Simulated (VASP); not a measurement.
# FeSi (P2_13) in VASP: relaxation of the atoms with PBE

Aim: the relaxation of the atoms of FeSi with PBE.

Program: VASP 6.6.1. These are calculated values, not measurements. Logs are shortened: lines on timing, memory, paths and dates and some standing lists are left out, and cuts for length are marked.

## (1) The cell of the first run

The structure is cubic, space group P2_13 (No. 198). Conventional cell: a = 4.482 Å, b = 4.482 Å, c = 4.482 Å, α = 90.00°, β = 90.00°, γ = 90.00°. Within 3.0 Å of Fe (site symmetry 3) lie 7 Si at 2.28 to 2.51 Å and 6 Fe at 2.75 Å. Si (site symmetry 3) has 7 Fe at 2.28 to 2.51 Å and 6 Si at 2.78 Å within 3.0 Å.

## (2) Relaxation of the atoms, PBE

INCAR

```
ALGO     = Normal         # electronic algorithm
EDIFF    = 1E-7           # SCF threshold, eV
EDIFFG   = -0.003         # ionic threshold
ENCUT    = 520            # plane-wave cutoff, eV
GGA      = PE             # functional
IBRION   = 2              # ionic algorithm
ISIF     = 2              # what is computed and relaxed
ISMEAR   = 0              # smearing method
LASPH    = True           # aspherical terms in the spheres
LCHARG   = False          # write CHGCAR
LREAL    = False          # projectors in reciprocal space
LWAVE    = False          # write WAVECAR
NELM     = 80             # most SCF steps
NSW      = 80             # ionic steps
PREC     = Accurate       # precision mode
SIGMA    = 0.01           # smearing width, eV
```

KPOINTS

```
k-points
0
Gamma
  8 8 8
```

POSCAR

```
FeSi
1.0
    4.4820000000      0.0000000000      0.0000000000
    0.0000000000      4.4820000000      0.0000000000
    0.0000000000      0.0000000000      4.4820000000
Fe Si
4 4
Direct
    0.1365200000      0.1365200000      0.1365200000
    0.3634800000      0.8634800000      0.6365200000
    0.6365200000      0.3634800000      0.8634800000
    0.8634800000      0.6365200000      0.3634800000
    0.8424000000      0.8424000000      0.8424000000
    0.6576000000      0.1576000000      0.3424000000
    0.3424000000      0.6576000000      0.1576000000
    0.1576000000      0.3424000000      0.6576000000
```

Potentials or basis: VASP PAW PBE potentials, release 64 (Fe, Si).

On the command line:

```
$ cat potpaw_PBE.64/Fe/POTCAR potpaw_PBE.64/Si/POTCAR > POTCAR
$ mpirun -np 1 vasp_std > vasp.out
```

OUTCAR:

```text
EDIFF = 1E-7
   EDIFFG = -0.003
   ENCUT = 520
   GGA = PE
   IBRION = 2
   ISIF = 2
   ISMEAR = 0
   LASPH = True
   LREAL = False
   NELM = 80
   NSW = 80
   PREC = Accurate

 ion  position               nearest neighbor table
   1  0.137  0.137  0.137-   5 2.28   6 2.34   7 2.34   8 2.34   7 2.51   8 2.51   6 2.51   3 2.75
                             4 2.75   2 2.75   2 2.75   4 2.75   3 2.75
   2  0.363  0.863  0.637-   6 2.28   5 2.34   7 2.34   8 2.34   7 2.51   8 2.51   5 2.51   1 2.75
                             1 2.75   3 2.75   3 2.75   4 2.75   4 2.75
   3  0.637  0.363  0.863-   7 2.28   6 2.34   5 2.34   8 2.34   8 2.51   6 2.51   5 2.51   1 2.75
                             4 2.75   2 2.75   2 2.75   4 2.75   1 2.75
   4  0.863  0.637  0.363-   8 2.28   6 2.34   7 2.34   5 2.34   6 2.51   5 2.51   7 2.51   1 2.75
                             3 2.75   2 2.75   1 2.75   2 2.75   3 2.75
   5  0.842  0.842  0.842-   1 2.28   2 2.34   3 2.34   4 2.34   3 2.51   4 2.51   2 2.51   6 2.78
                             6 2.78   8 2.78   7 2.78   8 2.78   7 2.78
   6  0.658  0.158  0.342-   2 2.28   1 2.34   3 2.34   4 2.34   3 2.51   4 2.51   1 2.51   5 2.78
                             5 2.78   8 2.78   7 2.78   7 2.78   8 2.78
   7  0.342  0.658  0.158-   3 2.28   2 2.34   1 2.34   4 2.34   4 2.51   2 2.51   1 2.51   8 2.78
                             8 2.78   5 2.78   6 2.78   6 2.78   5 2.78
   8  0.158  0.342  0.658-   4 2.28   2 2.34   3 2.34   1 2.34   2 2.51   1 2.51   3 2.51   7 2.78
                             7 2.78   5 2.78   5 2.78   6 2.78   6 2.78

  LATTYP: Found a simple cubic cell.
 ALAT       =     4.4820000000

  Lattice vectors:

 A1 = (   4.4820000000,   0.0000000000,   0.0000000000)
 A2 = (   0.0000000000,   4.4820000000,   0.0000000000)
 A3 = (   0.0000000000,   0.0000000000,   4.4820000000)

Analysis of symmetry for initial positions (statically):
=====================================================================
 Subroutine PRICEL returns:
 Original cell was already a primitive cell.

 Routine SETGRP: Setting up the symmetry group for a
 simple cubic supercell.

 Subroutine GETGRP returns: Found 12 space group operations
 (whereof  3 operations were pure point group operations)
 out of a pool of 48 trial point group operations.

The static configuration has the point symmetry C_3 .
 The point group associated with its full space group is T   .

Analysis of symmetry for dynamics (positions and initial velocities):
=====================================================================
 Subroutine PRICEL returns:
 Original cell was already a primitive cell.

 Routine SETGRP: Setting up the symmetry group for a
 simple cubic supercell.

 Subroutine GETGRP returns: Found 12 space group operations
 (whereof  3 operations were pure point group operations)
 out of a pool of 48 trial point group operations.

The dynamic configuration has the point symmetry C_3 .
 The point group associated with its full space group is T   .

 Subroutine INISYM returns: Found 12 space group operations
 (whereof  3 operations are pure point group operations),
 and found     1 'primitive' translations

----------------------------------------------------------------------------------------

                                     Primitive cell

  volume of cell :      90.0359

  direct lattice vectors                    reciprocal lattice vectors
     4.482000000  0.000000000  0.000000000     0.223114681  0.000000000  0.000000000
     0.000000000  4.482000000  0.000000000     0.000000000  0.223114681  0.000000000
     0.000000000  0.000000000  4.482000000     0.000000000  0.000000000  0.223114681

  length of vectors
     4.482000000  4.482000000  4.482000000     0.223114681  0.223114681  0.223114681

  position of ions in fractional coordinates (direct lattice)
     0.136520000  0.136520000  0.136520000
     0.363480000  0.863480000  0.636520000
     0.636520000  0.363480000  0.863480000
     0.863480000  0.636520000  0.363480000
     0.842400000  0.842400000  0.842400000
     0.657600000  0.157600000  0.342400000
     0.342400000  0.657600000  0.157600000
     0.157600000  0.342400000  0.657600000

  ion indices of the primitive-cell ions
   primitive index   ion index
                 1           1
                 2           2
                 3           3
                 4           4
                 5           5
                 6           6
                 7           7
                 8           8

----------------------------------------------------------------------------------------

 KPOINTS: k-points

Automatic generation of k-mesh.
 Grid dimensions read from file:
 generate k-points for:    8    8    8

 Generating k-lattice:

  Cartesian coordinates                     Fractional coordinates (reciprocal lattice)
     0.027889335  0.000000000  0.000000000     0.125000000  0.000000000  0.000000000
     0.000000000  0.027889335  0.000000000     0.000000000  0.125000000  0.000000000
     0.000000000  0.000000000  0.027889335     0.000000000  0.000000000  0.125000000

  Length of vectors
     0.027889335  0.027889335  0.027889335

  Shift w.r.t. Gamma in fractional coordinates (k-lattice)
     0.000000000  0.000000000  0.000000000

 Subroutine IBZKPT returns following result:
 ===========================================

 Found     45 irreducible k-points:

 Following reciprocal coordinates:
            Coordinates               Weight
  0.000000  0.000000  0.000000      1.000000
  0.125000  0.000000  0.000000      6.000000
  0.250000  0.000000  0.000000      6.000000
  0.375000  0.000000  0.000000      6.000000
  0.500000  0.000000  0.000000      3.000000
  0.125000  0.125000  0.000000     12.000000
[... 16 lines left out ...]
  0.250000  0.125000  0.125000     24.000000
  0.375000  0.125000  0.125000     24.000000
 [... further k-points ...]
   k-points           NKPTS =     45   k-points in BZ     NKDIM =     45   number of bands    NBANDS=     29
   number of dos      NEDOS =    301   number of ions     NIONS =      8
   total plane-waves  NPLWV =  46656
   dimension x,y,z NGX =    36 NGY =   36 NGZ =   36
   dimension x,y,z NGXF=    72 NGYF=   72 NGZF=   72
   ions per type =               4   4
   NGX,Y,Z   is equivalent  to a cutoff of  13.35, 13.35, 13.35 a.u.
   NGXF,Y,Z  is equivalent  to a cutoff of  26.71, 26.71, 26.71 a.u.
 SYSTEM =  unknown system
   PREC   = accura    normal or accurate (medium, high low for compatibility)
   ISTART =      0    job   : 0-new  1-cont  2-samecut
   ICHARG =      2    charge: 1-file 2-atom 10-const
   ISPIN  =      1    spin polarized calculation?
   LNONCOLLINEAR =      F non collinear calculations
   LSORBIT =      F    spin-orbit coupling
   LASPH  =      T    aspherical Exc in radial PAW
   ENCUT  =  520.0 eV  38.22 Ry    6.18 a.u.   8.33  8.33  8.33*2*pi/ulx,y,z
   NELM   =     80;   NELMIN=  2; NELMDL= -5     # of ELM steps
   EDIFF  = 0.1E-06   stopping-criterion for ELM
   LREAL  =      F    real-space projection
   EDIFFG = -.3E-02   stopping-criterion for IOM
   NSW    =     80    number of steps for IOM
   IBRION =      2    ionic relax: 0-MD 1-quasi-New 2-CG
   NFREE  =      1    steps in history (QN), initial steepest desc. (CG)
   ISIF   =      2    stress and relaxation
   ISYM   =      2    0-nonsym 1-usesym 2-fastsym
   POTIM  = 0.5000    time-step for ionic-motion
   TEBEG  =    0.0;   TEEND  =   0.0 temperature during run
   PSTRESS=    0.0 pullay stress
   NELECT =      48.0000    total number of electrons
   NUPDOWN=      -1.0000    fix difference up-down
   EMIN   =  10.00;   EMAX   =-10.00  energy-range for DOS
   EFERMI =   0.00;   METHOD = LEGACY
   ISMEAR =     0;   SIGMA  =   0.01  broadening in eV -4-tet -1-fermi 0-gaus
   EFERMI_NEDOS =   21; number of points for ismear=-14 and -15
   IALGO  =     38    algorithm
   IMIX   =      4    mixing-type and parameters
     AMIX     =   0.40;   BMIX     =  1.00
     AMIX_MAG =   1.60;   BMIX_MAG =  1.00
  volume/ion in A,a.u.               =      11.25        75.95
  Fermi-wavevector in a.u.,A,eV,Ry     =   1.327446  2.508508 23.974986  1.762112
  Thomas-Fermi vector in A             =   2.456757
   LORBIT       =      0    0 simple, 1 ext, 2 COOP (PROOUT), +10 PAW based schemes
   GGA     = PE    functional components
   LHFCALC =     F    Hartree Fock is set to
   AEXX    =    0.0000 exact exchange contribution
   IVDW    =     0    specifies the selected vdW correction
   LEPSILON=     F    determine dielectric tensor
   LRPA    =     F    only Hartree local field effects (RPA)
 conjugate gradient relaxation of ions
 non-spin polarized calculation
 Gauss-broadening in eV      SIGMA  =   0.01
  energy-cutoff  :      520.00
  volume of cell :       90.04
 maximum number of plane-waves:      2469
 NGX is ok and might be reduce to    36
   NGX = 17   NGY = 17   NGZ = 17

--------------------------------------- Ionic step        1  -------------------------------------------

 number of electron      48.0000016 magnetization

 Free energy of the ion-electron system (eV)
  ---------------------------------------------------
  ext. energy  EPLUGINS =         0.00000000
  ---------------------------------------------------
  free energy    TOTEN  =       -58.74333740 eV

  energy without entropy =      -58.74333740  energy(sigma->0) =      -58.74333740

------------------------ aborting loop because EDIFF is reached ----------------------------------------

  FORCE on cell =-STRESS in cart. coord.  units (eV):
  Direction    XX          YY          ZZ          XY          YZ          ZX
  --------------------------------------------------------------------------------------
  -------------------------------------------------------------------------------------
  Total       -2.8828908     -2.8828908     -2.8828908      0.0000000     -0.0000000      0.0000000
  in kB      -51.3006922    -51.3006922    -51.3006922      0.0000000     -0.0000000      0.0000000
  external PRESSURE =     -51.3006922 kB  Pullay stress =       0.0000000 kB
[... 153 lines left out ...]
  energy  without entropy=      -58.7524359193  energy(sigma->0) =      -58.75243592

--------------------------------------- Ionic step        5  -------------------------------------------

 number of electron      47.9999996 magnetization

 Free energy of the ion-electron system (eV)
  ---------------------------------------------------
  ext. energy  EPLUGINS =         0.00000000
  ---------------------------------------------------
  free energy    TOTEN  =       -58.75249484 eV

  energy without entropy =      -58.75249484  energy(sigma->0) =      -58.75249484

 E-fermi :   9.5275     XC(G=0): -12.6852

 val. band max:        9.4258994413   @ k =  -0.1250   0.3750   0.0000
 cond. band min:       9.5873977449   @ k =   0.2500   0.2500   0.0000
 fundamental gap:      0.1614983035
 Fermi energy:         9.5274991697

 k-point     1 :       0.0000    0.0000    0.0000
  band No.  band energies     occupation
      1      -3.6297      2.00000
      2       1.6470      2.00000
      3       1.6470      2.00000
      4       1.6470      2.00000
      5       4.4744      2.00000
      6       4.4744      2.00000
[... 757 lines left out ...]
     28      11.4875      0.00000
     29      11.7813      0.00000

 [... further k-points ...]

------------------------ aborting loop because EDIFF is reached ----------------------------------------

  FORCE on cell =-STRESS in cart. coord.  units (eV):
  Direction    XX          YY          ZZ          XY          YZ          ZX
  --------------------------------------------------------------------------------------
  -------------------------------------------------------------------------------------
  Total       -2.6270448     -2.6270448     -2.6270448      0.0000000     -0.0000000     -0.0000000
  in kB      -46.7479430    -46.7479430    -46.7479430      0.0000000     -0.0000000     -0.0000000
  external PRESSURE =     -46.7479430 kB  Pullay stress =       0.0000000 kB
[... 23 lines left out ...]
  FREE ENERGIE OF THE ION-ELECTRON SYSTEM (eV)
  ---------------------------------------------------
  free  energy   TOTEN  =       -58.7524948357 eV

  energy  without entropy=      -58.7524948357  energy(sigma->0) =      -58.75249484

 reached required accuracy - stopping structural energy minimisation
```

Run time: 5.7 min. Hardware: 1 thread of Intel Xeon Platinum 8488C (Sapphire Rapids), shared host; peak memory 0.26 GiB.

Results:

* Free energy: -58.7525 eV
* Energy gained by relaxing: 1.1 meV/atom
* Ionic steps: 5
* Pressure after relaxing: -4.7 GPa
* Band gap on the k mesh: 0.16 eV (least direct gap 0.17 eV)

The path:
```
step  energy change (eV)  largest force (eV/Å)  pressure (GPa)
   1              0.0000                0.2323           -5.13
   2             -0.0077                0.0682           -4.91
   3             -0.0087                0.0484           -4.79
   4             -0.0091                0.0178           -4.71
   5             -0.0092                0.0008           -4.67
```

Final structure:
```
Fe Si
1.0
     4.48200    0.00000    0.00000
     0.00000    4.48200    0.00000
     0.00000    0.00000    4.48200
Fe Si
4 4
Direct
  0.13527 0.13527 0.13527
  0.36473 0.86473 0.63527
  0.63527 0.36473 0.86473
  0.86473 0.63527 0.36473
  0.84029 0.84029 0.84029
  0.65971 0.15971 0.34029
  0.34029 0.65971 0.15971
  0.15971 0.34029 0.65971
```

Levels at points of the mesh, in eV from the valence-band top:
```
           k point  band 22  band 23  band 24  band 25  band 26  band 27
(0.00, 0.00, 0.00)    -0.27    -0.04    -0.04     0.64     0.64     0.64
(0.50, 0.00, 0.00)    -0.36    -0.01    -0.01     0.20     0.20     1.68
(0.50, 0.50, 0.00)    -0.98    -0.34    -0.34     0.63     0.63     1.26
(0.50, 0.50, 0.50)    -0.64    -0.64    -0.64     0.49     0.49     0.49
```
